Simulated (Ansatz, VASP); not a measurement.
# Two plane-wave programs on Si3N4

Contents of INCAR:

```
ALGO     = Normal         # electronic algorithm
EDIFF    = 1E-6           # SCF threshold, eV
EDIFFG   = -0.02          # ionic threshold
ENCUT    = 520            # plane-wave cutoff, eV
GGA      = PE             # functional
IBRION   = 2              # ionic algorithm
ISIF     = 2              # what is computed and relaxed
ISMEAR   = -1             # smearing method
LASPH    = T              # aspherical terms in the spheres
LCHARG   = F              # write CHGCAR
LREAL    = F              # projectors in reciprocal space
LWAVE    = F              # write WAVECAR
NELM     = 80             # most SCF steps
NSW      = 80             # ionic steps
PREC     = Accurate       # precision mode
SIGMA    = 0.02           # smearing width, eV
```

The input KPOINTS:

```
k-points
0
Gamma
  4 4 9
```

The input POSCAR:

```
Si3N4
1.0
    7.4615073901      0.0000000000      0.0000000000
   -3.7307536950      6.4618549503      0.0000000000
    0.0000000000      0.0000000000      2.8539261691
Si N
6 8
Direct
    0.1740483666      0.7679428916      0.2500000000
    0.4061054750      0.1740483666      0.7500000000
    0.2320571084      0.4061054750      0.2500000000
    0.8259516334      0.2320571084      0.7500000000
    0.5938945250      0.8259516334      0.2500000000
    0.7679428916      0.5938945250      0.7500000000
    0.3333333333      0.6666666667      0.2500000000
    0.6666666667      0.3333333333      0.7500000000
    0.3297879503      0.0300001295      0.2500000000
    0.2997878208      0.3297879503      0.7500000000
    0.9699998705      0.2997878208      0.2500000000
    0.6702120497      0.9699998705      0.7500000000
    0.7002121792      0.6702120497      0.2500000000
    0.0300001295      0.7002121792      0.7500000000
```

Input for Ansatz:

```yaml
crystal:
  lattice:
    - [7.4615073901, 0.0, 0.0]
    - [-3.730753695, 6.4618549503, 0.0]
    - [0.0, 0.0, 2.8539261691]
  atoms:
    - { symbol: Si, position: [0.1740483666, 0.7679428916, 0.25] }
    - { symbol: Si, position: [0.406105475, 0.1740483666, 0.75] }
    - { symbol: Si, position: [0.2320571084, 0.406105475, 0.25] }
    - { symbol: Si, position: [0.8259516334, 0.2320571084, 0.75] }
    - { symbol: Si, position: [0.593894525, 0.8259516334, 0.25] }
    - { symbol: Si, position: [0.7679428916, 0.593894525, 0.75] }
    - { symbol: "N", position: [0.3333333333, 0.6666666667, 0.25] }
    - { symbol: "N", position: [0.6666666667, 0.3333333333, 0.75] }
    - { symbol: "N", position: [0.3297879503, 0.0300001295, 0.25] }
    - { symbol: "N", position: [0.2997878208, 0.3297879503, 0.75] }
    - { symbol: "N", position: [0.9699998705, 0.2997878208, 0.25] }
    - { symbol: "N", position: [0.6702120497, 0.9699998705, 0.75] }
    - { symbol: "N", position: [0.7002121792, 0.6702120497, 0.25] }
    - { symbol: "N", position: [0.0300001295, 0.7002121792, 0.75] }
kpoints:
  mp_grid: { grid: [4, 4, 9] }
scf:
  occupations: { method: fermi_dirac, width: 0.02 }
hamiltonian:
  xc: pbe
  pseudopotentials: { kind: paw }
output:
  forces: true
  stress: true
  populations: true
  efg:
    quadrupole_moments_barn: { "N": 0.02044 }
    contact_densities: true
  write_density: true
  write_potential: true
  elf: true
  volumetric_format: npy
relax:
  f_tol: 0.02
  max_steps: 60
```

Change from the starting cell: volume scaled by 0.94, ions relaxed.

Alike in both runs: task relaxation of the atoms; functional PBE; k mesh 4 × 4 × 9; occupations fermi-dirac, width 0.02 eV; no spin polarisation.

|  | VASP | Ansatz |
| --- | --- | --- |
| version | VASP 6.6.1 | Ansatz 0.2.0 |
| potentials or method | VASP PAW PBE potentials, release 64 (Si, N) | plane-wave PAW, scalar-relativistic |
| plane-wave cutoff (eV) | 520 | 420 |
| valence electrons in the cell | 64 | 64 |

```csv
,VASP,Ansatz,Ansatz less VASP
"gap on the k mesh at the Fermi level, each at its own relaxed structure (eV)",4.55,4.56,+0.013
```

Ansatz's warnings: stress scf threshold loose.
